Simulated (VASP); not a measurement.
# CuSn2O2 in VASP: single point with PBE+D3(BJ)

Aim: the single point of CuSn2O2 with PBE+D3(BJ).

Everything below comes from runs of VASP 6.6.1. Logs are shortened: lines on timing, memory, paths and dates and some standing lists are left out, and cuts for length are marked.

### 1 The cell of the first run

The cell holds a slab with vacuum, 5 atoms: a = 3.820 Å, b = 3.820 Å, c = 19.363 Å, α = 90.00°, β = 90.00°, γ = 90.00°.

### 2 Single point, PBE+D3(BJ), collinear spin

INCAR

```
PREC = Accurate
ENCUT = 520
EDIFF = 1E-7
ISMEAR = 0
SIGMA = 0.05
LREAL = F
LASPH = T
NELM = 150
ALGO = Normal
ISIF = 2
LWAVE = F
LCHARG = F
ISPIN = 2
MAGMOM = 0 0 0 0 1
LORBIT = 11
LMAXMIX = 4
LDIPOL = T
IDIPOL = 3
DIPOL = 0.5 0.5 0.311
GGA = PE
IVDW = 12
NBANDS = 38
```

KPOINTS

```
Automatic mesh
0
Gamma
  7 7 1
```

POSCAR

```
CuSn2O2
1.0
    3.8201708766      0.0000000000      0.0000000000
    0.0000000000      3.8201708766      0.0000000000
    0.0000000000      0.0000000000     19.3630360333
Sn O Cu
2 2 1
Direct
    0.5000000000      0.0000000000      0.2065791745
    0.0000000000      0.5000000000      0.3286176828
    0.0000000000      0.0000000000      0.2675984287
    0.5000000000      0.5000000000      0.2675984287
    0.3750000000      0.8750000000      0.4835520637
```

Potentials or basis: VASP PAW PBE potentials, release 64 (Sn_d, O, Cu).

Run with:

```bash
> cat potpaw_PBE.64/Sn_d/POTCAR potpaw_PBE.64/O/POTCAR potpaw_PBE.64/Cu/POTCAR > POTCAR
> mpirun -np 1 vasp_std > vasp.out
```

OUTCAR:

```text
PREC = Accurate
   ENCUT = 520
   EDIFF = 1E-7
   ISMEAR = 0
   LREAL = F
   LASPH = T
   NELM = 150
   ISIF = 2
   ISPIN = 2
   LORBIT = 11
   GGA = PE
   IVDW = 12
 IVDW          = 12

 ion  position               nearest neighbor table
   1  0.500  0.000  0.207-   3 2.25   4 2.25   4 2.25   3 2.25   2 3.59   2 3.59   2 3.59   2 3.59

   2  0.000  0.500  0.329-   3 2.25   4 2.25   3 2.25   4 2.25   1 3.59   1 3.59   1 3.59   1 3.59

   3  0.000  0.000  0.268-   2 2.25   2 2.25   1 2.25   1 2.25
   4  0.500  0.500  0.268-   2 2.25   2 2.25   1 2.25   1 2.25
   5  0.375  0.875  0.484-

  LATTYP: Found a simple tetragonal cell.
 ALAT       =     3.8201708766
 C/A-ratio  =     5.0686308699

  Lattice vectors:

 A1 = (   3.8201708766,   0.0000000000,   0.0000000000)
 A2 = (   0.0000000000,   3.8201708766,   0.0000000000)
 A3 = (   0.0000000000,   0.0000000000,  19.3630360333)

Analysis of symmetry for initial positions (statically):
=====================================================================
 Subroutine PRICEL returns:
 Original cell was already a primitive cell.

 Routine SETGRP: Setting up the symmetry group for a
 simple tetragonal supercell.

 Subroutine GETGRP returns: Found  2 space group operations
 (whereof  1 operations were pure point group operations)
 out of a pool of 16 trial point group operations.

The static configuration has the point symmetry C_1 .
 The point group associated with its full space group is C_1h.

Analysis of symmetry for dynamics (positions and initial velocities):
=====================================================================
 Subroutine PRICEL returns:
 Original cell was already a primitive cell.

 Routine SETGRP: Setting up the symmetry group for a
 simple tetragonal supercell.

 Subroutine GETGRP returns: Found  2 space group operations
 (whereof  1 operations were pure point group operations)
 out of a pool of 16 trial point group operations.

The dynamic configuration has the point symmetry C_1 .
 The point group associated with its full space group is C_1h.

Analysis of structural, dynamic, and magnetic symmetry:
=====================================================================
 Subroutine PRICEL returns:
 Original cell was already a primitive cell.

 Routine SETGRP: Setting up the symmetry group for a
 simple tetragonal supercell.

[... 138 lines left out ...]
   NGX = 15   NGY = 15   NGZ = 73

 dipolmoment           0.000000      0.000000     -0.000602 electrons x Angstroem

 number of electron      50.9999960 magnetization       0.0002431

 number of electron      50.9999960 magnetization      -0.0000502

 dipolmoment           0.000000      0.000000      0.035790 electrons x Angstroem

 Free energy of the ion-electron system (eV)
  ---------------------------------------------------
  ext. energy  EPLUGINS =         0.00000000
  ---------------------------------------------------
  free energy    TOTEN  =       -23.52581850 eV

  energy without entropy =      -23.52360335  energy(sigma->0) =      -23.52471092

 E-fermi :  -1.1193     XC(G=0):  -4.2478

 val. band max:       -1.1521001017   @ k =   0.4286   0.0000   0.0000
 cond. band min:      -1.0501210924   @ k =   0.4286   0.1429   0.0000
 fundamental gap:      0.1019790092
 Fermi energy:        -1.1192903868

 spin component 1

 k-point     1 :       0.0000    0.0000    0.0000
  band No.  band energies     occupation
      1     -22.7935      1.00000
      2     -22.4344      1.00000
      3     -22.4013      1.00000
      4     -22.4011      1.00000
      5     -22.3850      1.00000
      6     -22.3609      1.00000
[... 629 lines left out ...]
     36       5.4709      0.00000
     37       6.1646      0.00000
 Fermi energy:        -1.1192903868

 spin component 2

 k-point     1 :       0.0000    0.0000    0.0000
  band No.  band energies     occupation
      1     -22.7935      1.00000
      2     -22.4344      1.00000
      3     -22.4013      1.00000
      4     -22.4011      1.00000
      5     -22.3850      1.00000
      6     -22.3609      1.00000
[... 629 lines left out ...]
     36       5.4709      0.00000
     37       6.1656      0.00000
 [bands above 37 left out]

------------------------ aborting loop because EDIFF is reached ----------------------------------------

 vacuum level on the upper side and lower side of the slab       (xc-potential included)         0.213        -0.218

 Edisp (eV)   -0.84132

 E8    (eV) :    -0.3773

  FORCE on cell =-STRESS in cart. coord.  units (eV):
  Direction    XX          YY          ZZ          XY          YZ          ZX
  --------------------------------------------------------------------------------------
  -------------------------------------------------------------------------------------
  Total      -1.66915    -1.66915    -0.74853    -0.08099    -0.19894    -0.19894
  in kB      -9.46381    -9.46381    -4.24407    -0.45919    -1.12793    -1.12793
  external pressure =       -7.72 kB  Pullay stress =        0.00 kB

 VOLUME and BASIS-vectors are now :
 -----------------------------------------------------------------------------
  energy-cutoff  :      520.00
  volume of cell :      282.58
      direct lattice vectors                 reciprocal lattice vectors
     3.820170877  0.000000000  0.000000000     0.261768395  0.000000000  0.000000000
     0.000000000  3.820170877  0.000000000     0.000000000  0.261768395  0.000000000
     0.000000000  0.000000000 19.363036033     0.000000000  0.000000000  0.051644794

 POSITION                                       TOTAL-FORCE (eV/Angst)
 -----------------------------------------------------------------------------------
      1.91009      0.00000      4.00000         0.005905      0.005905     -0.059569
      0.00000      1.91009      6.36304         0.073920      0.073920      0.229125
      0.00000      0.00000      5.18152        -0.006935     -0.006069      0.034841
      1.91009      1.91009      5.18152        -0.006069     -0.006935      0.034841
      1.43256      3.34265      9.36304        -0.066820     -0.066820     -0.239239
 -----------------------------------------------------------------------------------
    total drift:                               -0.000024     -0.000024      0.002607

  FREE ENERGIE OF THE ION-ELECTRON SYSTEM (eV)
  ---------------------------------------------------
  free  energy   TOTEN  =       -24.3671418468 eV

  energy  without entropy=      -24.3649267022  energy(sigma->0) =      -24.36603427

 vacuum level on the upper side and lower side of the slab         3.615         3.170

 total charge

# of ion       s       p       d       tot
------------------------------------------
    1        1.280   0.762  10.054  12.097
    2        1.269   0.752  10.058  12.079
    3        1.577   3.427   0.000   5.005
    4        1.577   3.427   0.000   5.005
    5        0.335   0.018   9.362   9.714
--------------------------------------------------
tot          6.038   8.387  29.474  43.900

 magnetization (x)

# of ion       s       p       d       tot
------------------------------------------
    1        0.000  -0.000  -0.000  -0.000
    2       -0.000  -0.000  -0.000  -0.000
    3        0.000   0.000   0.000   0.000
    4        0.000   0.000   0.000   0.000
    5       -0.000  -0.000  -0.000  -0.000
--------------------------------------------------
tot         -0.000  -0.000  -0.000  -0.000
```

OSZICAR:

```text
N       E                     dE             d eps       ncg     rms          rms(c)
DAV:   1     0.512155530253E+03    0.51216E+03   -0.22715E+04  2518   0.133E+03
DAV:   2     0.744419208079E+02   -0.43771E+03   -0.41165E+03  2532   0.362E+02
DAV:   3    -0.203384532136E+02   -0.94780E+02   -0.91342E+02  3448   0.171E+02
[... 24 lines left out ...]
DAV:  28    -0.235257862643E+02   -0.14251E-04   -0.11532E-06  2390   0.598E-03    0.220E-03
DAV:  29    -0.235257972023E+02   -0.10938E-04   -0.74433E-07  2256   0.352E-03    0.188E-03
DAV:  30    -0.235258119799E+02   -0.14778E-04   -0.16238E-06  2282   0.514E-03    0.751E-04
DAV:  31    -0.235258184634E+02   -0.64835E-05   -0.96860E-07  2318   0.494E-03    0.675E-04
DAV:  32    -0.235258184957E+02   -0.32303E-07   -0.22353E-07  2156   0.237E-03
   1 F= -.24367142E+02 E0= -.24366034E+02  d E =-.221514E-02  mag=    -0.0002
```

Wall time 12 min (1 thread of Intel Xeon Platinum 8488C (Sapphire Rapids), shared host); peak memory 0.57 GiB.

What came out:

```
Free energy                                           : -24.3671 eV
Largest force                                         : 0.257 eV/Å
Net moment                                            : 0.00 μB per cell
Valence electrons inside the program's atomic spheres : Sn 12.10, 12.08; O 5.00; Cu 9.71
Dispersion energy per atom                            : -0.168 eV
```

Forces in eV/Å, atoms in the order of the input:
```
Sn   0.006  0.006 -0.060
Sn   0.074  0.074  0.229
O   -0.007 -0.006  0.035
O   -0.006 -0.007  0.035
Cu  -0.067 -0.067 -0.239
```

Caveat: spin-orbit coupling is left out, which moves the levels of the heavy elements. With open d or f shells a metallic result of PBE can be an artefact of self-interaction; +U or a hybrid may open a gap.
